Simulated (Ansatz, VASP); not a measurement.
Al4NF: VASP beside Ansatz

The input INCAR:

```
SYSTEM = Al4NF
PREC     = Accurate       ! precision mode
ENCUT    = 520            ! plane-wave cutoff, eV
EDIFF    = 1E-6           ! SCF threshold, eV
ISMEAR   = 0              ! smearing method
SIGMA    = 0.1            ! smearing width, eV
LREAL    = .False.        ! projectors in reciprocal space
LASPH    = .True.         ! aspherical terms in the spheres
NELM     = 150            ! most SCF steps
ALGO     = Normal         ! electronic algorithm
ISIF     = 2              ! what is computed and relaxed
LWAVE    = .False.        ! write WAVECAR
LCHARG   = .False.        ! write CHGCAR
ISPIN    = 2              ! spin polarisation
MAGMOM   = 0 0 0 0 1 1    ! initial moments
LORBIT   = 11             ! projections on sites
GGA      = PE             ! functional
NBANDS   = 25             ! bands
```

File KPOINTS:

```
Automatic mesh
0
Gamma
  6 6 4
  0 0 0
```

The input POSCAR:

```
Al4NF
1.0
    4.3799318295      0.0000000000      0.0000000000
   -2.1899659148      3.7931322312      0.0000000000
    0.0000000000      0.0000000000      5.7141124489
Al N F
4 1 1
Direct
    0.3333333333      0.6666666667      0.7461890197
    0.3333333333      0.6666666667      0.2538109803
    0.6666666667      0.3333333333      0.7461890197
    0.6666666667      0.3333333333      0.2538109803
    0.0000000000      0.0000000000      0.5000000000
    0.0000000000      0.0000000000      0.0000000000
```

Input for Ansatz:

```yaml
crystal:
  lattice:
    - [4.3799318295, 0.0, 0.0]
    - [-2.1899659148, 3.7931322312, 0.0]
    - [0.0, 0.0, 5.7141124489]
  atoms:
    - { symbol: Al, position: [0.3333333333, 0.6666666667, 0.7461890197] }
    - { symbol: Al, position: [0.3333333333, 0.6666666667, 0.2538109803] }
    - { symbol: Al, position: [0.6666666667, 0.3333333333, 0.7461890197] }
    - { symbol: Al, position: [0.6666666667, 0.3333333333, 0.2538109803] }
    - { symbol: "N", position: [0.0, 0.0, 0.5], spin: 1.0 }
    - { symbol: F, position: [0.0, 0.0, 0.0], spin: 1.0 }
basis:
  ecutwfc: 420
kpoints:
  mp_grid: { grid: [6, 6, 4] }
hamiltonian:
  xc: pbe
scf:
  occupations: { method: gaussian, width: 0.1 }
  lower_state_search: "off"
output:
  forces: true
  stress: true
  eigenvalues: true
  populations: true
magnetization:
  spin_polarized: true
```

Change from the starting cell: species swapped into the NbVB4 type (P6/mmm, No. 191).

Alike in both runs: task single point; functional PBE; k mesh 6 × 6 × 4; occupations gaussian, width 0.1 eV; collinear spin.

|  | VASP | Ansatz |
| --- | --- | --- |
| version | VASP 6.6.1 | Ansatz 0.2.0 |
| potentials or method | VASP PAW PBE potentials, release 64 (Al, N, F), cutoff 520 eV | scalar-relativistic, plane waves, PAW |
| valence electrons in the cell | 24 | 24 |

```tsv
	VASP	Ansatz	Ansatz less VASP
gap on the k mesh at the Fermi level (eV)	none	none	-
pressure (GPa)	0.0	0.1	+0.09
traceless stress, the component that is largest in VASP (GPa)	-0.11	-0.13	-0.021
net moment per atom (μB)	0.00	0.00	0.000
```

A gap of «none» marks a metal or a gap that the smearing closes. Ansatz's warnings: seeded moment not kept.
